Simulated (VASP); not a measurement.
Set up this calculation in VASP 6.6.1, as the native input.

- Task: single point
- Functional: PBEsol
- Potentials or basis: VASP PAW PBE potentials, release 64 (W_sv, C)
- Cutoff: 520 eV
- k mesh: 24 × 24 × 22
- Occupations: gaussian, width 0.15 eV
- Spin: no spin polarisation
- Dipole correction: no
- Further INCAR settings: ALGO = Normal; EDIFF = 1e-06; NBANDS = 16

The structure of WC lies in POSCAR:

```
WC
1.0
    2.8984136663      0.0000000000      0.0000000000
   -1.4492068332      2.5352008643      0.0000000000
    0.0000000000      0.0000000000      2.8276119040
W C
1 1
Direct
    0.0000000000      0.0000000000      0.0000000000
    0.6666666667      0.3333333333      0.5000000000
```

This cell differs from its parent crystal: strain +0.0100 x Voigt [0, 1, 0, 0, 0, 0].

One way to write it, as run:

INCAR

```
  ALGO = Normal
  EDIFF = 1E-6
  ENCUT = 520
  GGA = PS
  ISIF = 2
  ISMEAR = 0
  LASPH = T
  LCHARG = F
  LREAL = F
  LWAVE = F
  NBANDS = 16
  NELM = 100
  PREC = Accurate
  SIGMA = 0.15
```

KPOINTS

```
k-points
0
Gamma
  24 24 22
```

Potentials or basis: VASP PAW PBE potentials, release 64 (W_sv, C).

The run is started by

```bash
$ cat potpaw_PBE.64/W_sv/POTCAR potpaw_PBE.64/C/POTCAR > POTCAR
$ mpirun -np 1 vasp_std > vasp.out
```

Results of the run:

* Pressure: -2.5 GPa
* Largest force: 0.053 eV/Å
* Band gap on the k mesh: zero (bands 9 and 10 overlap by 1.26 eV)

Caveat: the cell differs from its parent crystal (strain +0.0100 x Voigt [0, 1, 0, 0, 0, 0]); the stress differs along the axes, from -6 to -1 GPa; the PAW data sets were made with another functional, which shifts forces and pressure a little; spin-orbit coupling is left out, which moves the levels of the heavy elements.

It took 9.2 min on 1 thread of Intel Xeon 8259CL, with other jobs on the host, peak memory 0.68 GiB.
